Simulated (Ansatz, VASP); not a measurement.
## InP: VASP beside Ansatz

File POSCAR:

```
InP
1.0
    2.9536682130      2.9536682130      0.0000000000
   -2.9536682130      2.9536682130      0.0000000000
    0.0000000000      2.9536682130      2.9536682130
In P
1 1
Direct
    0.0000000000      0.0000000000      0.0000000000
    0.7500000000      0.2500000000      0.5000000000
```

File INCAR.step1:

```
SYSTEM = InP
PREC = Accurate
ENCUT = 520
ISMEAR = 0
SIGMA = 0.01
LREAL = .FALSE.
LASPH = .TRUE.
NELM = 60
NBANDS = 16
GGA = PE
ALGO = Normal
EDIFF = 1E-4
LWAVE = .TRUE.
LCHARG = .FALSE.
```

INCAR.step2

```
SYSTEM = InP
PREC = Accurate
ENCUT = 520
EDIFF = 1E-7
ISMEAR = 0
SIGMA = 0.01
LREAL = .FALSE.
LASPH = .TRUE.
NELM = 60
ALGO = Normal
ISIF = 2
LWAVE = .FALSE.
LCHARG = .FALSE.
METAGGA = R2SCAN
LMIXTAU = .TRUE.
NBANDS = 16
ISTART = 1
```

KPOINTS

```
regular mesh
0
G
  8 8 8
  0 0 0
```

Input for Ansatz:

```yaml
crystal:
  lattice:
    - [2.95366821305, 2.95366821305, 0.0]
    - [-2.95366821305, 2.95366821305, 0.0]
    - [0.0, 2.95366821305, 2.95366821305]
  atoms:
    - { symbol: In, position: [0.0, 0.0, 0.0] }
    - { symbol: P, position: [0.75, 0.25, 0.5] }
kpoints:
  mp_grid: { grid: [8, 8, 8] }
scf:
  occupations: { method: fixed }
  convergence: { dr2_threshold: 1.0e-10 }
hamiltonian:
  xc: r2scan
  pseudopotentials: { kind: paw }
output:
  forces: true
  stress: true
  eigenstates:
    kpoints:
      - [0.0, 0.0, 0.0]
      - [0.5, 0.0, 0.0]
      - [0.0, 0.5, 0.5]
      - [0.0, -0.5, 0.0]
      - [0.5, 0.0, 0.5]
      - [-0.5, -0.5, -0.5]
      - [-0.5, 0.5, 0.0]
      - [0.0, 0.0, -0.5]
  eigenvalues: true
```

Change from the starting cell: unstrained.

Alike in both runs: task single point; functional r2SCAN; k mesh 8 × 8 × 8; no spin polarisation.

|  | VASP | Ansatz |
| --- | --- | --- |
| version | VASP 6.6.1 | Ansatz 0.2.0 |
| potentials or method | VASP PAW PBE potentials, release 64 (In_d, P) | PAW with Ansatz's default frozen-core files, scalar-relativistic |
| plane-wave cutoff (eV) | 520 | 500 |
| occupations | gaussian, width 0.01 eV | fixed |
| valence electrons in the cell | 18 | 18 |

VASP gave:

* gap on the k mesh at the Fermi level (eV): 1.03
* pressure (GPa): -0.1

Problem. Estimate Ansatz's values.

Solution. gap on the k mesh at the Fermi level (eV): 1.03; pressure (GPa): 0.0.

VASP's potentials were made for PBE, not for r2SCAN.
